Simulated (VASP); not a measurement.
A run of VASP 6.6.1 is set up as follows.

POSCAR

```
AlN
1.0
    3.1130000000      0.0000000000      0.0000000000
   -1.5565000000      2.6959370000      0.0000000000
    0.0000000000      0.0000000000      4.9810000000
Al N
2 2
Direct
    0.3333333333      0.6666666667      0.0000000000
    0.6666666667      0.3333333333      0.5000000000
    0.3333333333      0.6666666667      0.3800000000
    0.6666666667      0.3333333333      0.8800000000
```

INCAR.step1

```
ALGO = Normal ; EDIFF = 1E-4
ENCUT = 600 ; GGA = PE
ISMEAR = 1 ; LASPH = T
LCHARG = F ; LREAL = F
LWAVE = T ; NELM = 60
PREC = Accurate ; SIGMA = 0.1
```

INCAR.step2

```
ALGO = Normal ; BPARAM = 11.95
CPARAM = 0.0093 ; EDIFF = 1E-6
EDIFFG = -0.03 ; ENCUT = 600
IBRION = 2 ; ISIF = 3
ISMEAR = 1 ; ISTART = 1
IVDW_NL = 2 ; LASPH = T
LCHARG = F ; LMIXTAU = T
LREAL = F ; LUSE_VDW = T
LWAVE = F ; METAGGA = R2SCAN
NELM = 60 ; NSW = 80
PREC = Accurate ; SIGMA = 0.1
```

The input KPOINTS:

```
k-points
0
Gamma
  12 12 4
```

Potentials or basis: VASP PAW PBE potentials, release 64 (Al, N).

Run with:

```sh
$ cat potpaw_PBE.64/Al/POTCAR potpaw_PBE.64/N/POTCAR > POTCAR
$ cp INCAR.step1 INCAR
$ mpirun -np 1 vasp_std > vasp.out
$ cp INCAR.step2 INCAR
$ mpirun -np 1 vasp_std > vasp.out
```

(1) Estimate the space group after relaxing (to 0.05 Å).

(2) Predict the relaxed cell.

Answers

(1) P6_3mc (No. 186).

(2) a = 3.101 Å, b = 3.101 Å, c = 4.976 Å, α = 90.00°, β = 90.00°, γ = 120.00°.
